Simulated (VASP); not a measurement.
The system is SbO4.

```xyz
5
Lattice="4.0505 0.0000 0.0000 -2.0253 3.5078 0.0000 0.0000 0.0000 5.6473" Properties=species:S:1:pos:R:3 pbc="T T T"
Sb    0.0000    0.0000    2.8236
O     0.0000    0.0000    1.1451
O     0.0000    0.0000    4.5022
O     0.0000    2.3386    0.0000
O     2.0253    1.1693    0.0000
```

The cell was built from a structure type or drawn by symmetry, and may not be a known phase.

| Property | Result |
| --- | --- |
| Program | VASP 6.6.1 |
| Task | relaxation of cell and atoms |
| Functional | PBE |
| Potentials or basis | VASP PAW PBE potentials, release 64 (Sb, O) |
| Cutoff | 600 eV |
| k mesh | 6 × 6 × 4 |
| Occupations | gaussian, width 0.1 eV |
| Spin | no spin polarisation |

At the start: pressure 17.6 GPa; volume 16.05 Å³/atom.

**Question.** How do energy, volume and symmetry change on relaxing?

**Answer.** Over 24 steps the energy falls by 662.5 meV/atom and the volume is 13.53 Å³/atom (-15.7 %); space group P6/mmm (No. 191, to 0.1 Å) before and after.

Step by step:
| step | energy change (eV) | largest force (eV/Å) | pressure (GPa) | volume (Å³) |
| --- | --- | --- | --- | --- |
| 1 | 0.0000 | 7.4733 | 17.58 | 80.24 |
| 2 | 1.7492 | 0.9510 | -16.32 | 100.00 |
| 3 | 0.7018 | 2.0340 | -15.59 | 95.11 |
| 4 | -0.2113 | 2.4426 | -14.15 | 91.17 |
| 5 | -1.2015 | 1.5502 | -7.82 | 85.76 |
| 6 | -1.2389 | 0.2900 | -0.67 | 83.01 |
| 7 | -1.2859 | 0.6628 | -4.38 | 84.28 |
| 8 | -1.2867 | 0.5592 | -3.98 | 84.14 |
| 9 | -1.5482 | 0.6139 | -4.42 | 80.27 |
| 10 | -2.3049 | 0.9892 | -2.71 | 69.50 |
| 11 | -0.7587 | 2.8249 | 41.71 | 49.02 |
| 12 | -2.5193 | 1.1090 | 0.66 | 65.07 |
| 13 | -2.5525 | 1.3556 | 5.56 | 61.00 |
| 14 | -2.7280 | 1.3102 | 5.48 | 60.77 |
| 15 | -2.9844 | 1.4673 | 6.39 | 59.94 |
| 16 | -3.2322 | 0.8699 | 6.44 | 64.13 |
| 17 | -3.2340 | 0.6623 | 6.25 | 63.82 |
| 18 | -3.2305 | 0.9198 | -6.22 | 71.46 |
| 19 | -3.3078 | 0.1484 | -0.48 | 67.52 |
| 20 | -3.3078 | 0.1316 | -0.34 | 67.44 |
| 21 | -3.3099 | 0.0642 | -0.23 | 67.50 |
| 22 | -3.3118 | 0.0875 | 0.00 | 67.61 |
| 23 | -3.3124 | 0.0555 | -0.50 | 67.65 |
| 24 | -3.3125 | 0.0149 | -0.35 | 67.64 |

Final structure:
```
Sb O
1.0
     3.21480    0.00000    0.00000
    -1.60740    2.78410    0.00000
     0.00000    0.00000    7.55729
Sb O
1 4
Direct
  0.00000 0.00000 0.50000
  0.00000 0.00000 0.25426
  0.00000 0.00000 0.74574
  0.33333 0.66667 0.00000
  0.66667 0.33333 0.00000
```

Caveat: the volume moved by over 15 % at a fixed basis, so the end points are rough; an odd number of electrons without spin polarisation forces a metal; a magnetic or distorted state may lie lower.
